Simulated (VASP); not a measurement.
A run of VASP 6.6.1:

INCAR

```
SYSTEM = Mo7AsS16
PREC     = Accurate       ! precision mode
ENCUT    = 520            ! plane-wave cutoff, eV
EDIFF    = 1E-8           ! SCF threshold, eV
ISMEAR   = -1             ! smearing method
SIGMA    = 0.01           ! smearing width, eV
LREAL    = Auto         
LASPH    = .True.         ! aspherical terms in the spheres
NELM     = 100            ! most SCF steps
ALGO     = Normal         ! electronic algorithm
ISIF     = 2              ! what is computed and relaxed
LWAVE    = .False.        ! write WAVECAR
LCHARG   = .False.        ! write CHGCAR
GGA      = PE             ! functional
LEFG     = .True.       
NELECT   = 198.0        
NBANDS   = 118            ! bands
```

The input KPOINTS:

```
Automatic mesh
0
Gamma
  4 4 2
  0 0 0
```

The input POSCAR:

```
Mo7AsS16
1.0
    6.3380000000      0.0000000000      0.0000000000
   -3.1690000000      5.4888690092      0.0000000000
    0.0000000000      0.0000000000     12.3240000000
As Mo S
1 7 16
Direct
    0.1666666666      0.3333333334      0.2500000000
    0.1666666666      0.8333333334      0.2500000000
    0.6666666666      0.3333333334      0.2500000000
    0.6666666666      0.8333333334      0.2500000000
    0.3333333334      0.1666666666      0.7500000000
    0.3333333334      0.6666666666      0.7500000000
    0.8333333334      0.1666666666      0.7500000000
    0.8333333334      0.6666666666      0.7500000000
    0.1666666666      0.3333333334      0.6230000000
    0.1666666666      0.8333333334      0.6230000000
    0.6666666666      0.3333333334      0.6230000000
    0.6666666666      0.8333333334      0.6230000000
    0.3333333334      0.1666666666      0.1230000000
    0.3333333334      0.6666666666      0.1230000000
    0.8333333334      0.1666666666      0.1230000000
    0.8333333334      0.6666666666      0.1230000000
    0.1666666666      0.3333333334      0.8770000000
    0.1666666666      0.8333333334      0.8770000000
    0.6666666666      0.3333333334      0.8770000000
    0.6666666666      0.8333333334      0.8770000000
    0.3333333334      0.1666666666      0.3770000000
    0.3333333334      0.6666666666      0.3770000000
    0.8333333334      0.1666666666      0.3770000000
    0.8333333334      0.6666666666      0.3770000000
```

Potentials or basis: VASP PAW PBE potentials, release 64 (As, Mo_sv, S).

Run with:

```console
$ cat potpaw_PBE.64/As/POTCAR potpaw_PBE.64/Mo_sv/POTCAR potpaw_PBE.64/S/POTCAR > POTCAR
$ mpirun -np 1 vasp_std > vasp.out
```

Hardware: 1 thread of AMD EPYC 9R45 96-Core Processor (Zen 5), on a shared host.

Q: How long does it take, and how much memory?

A: Run time: 12 min on 1 thread of AMD EPYC 9R45 96-Core Processor (Zen 5) (shared host), peak memory 0.61 GiB. Counts: scf iterations 25, k points 8.
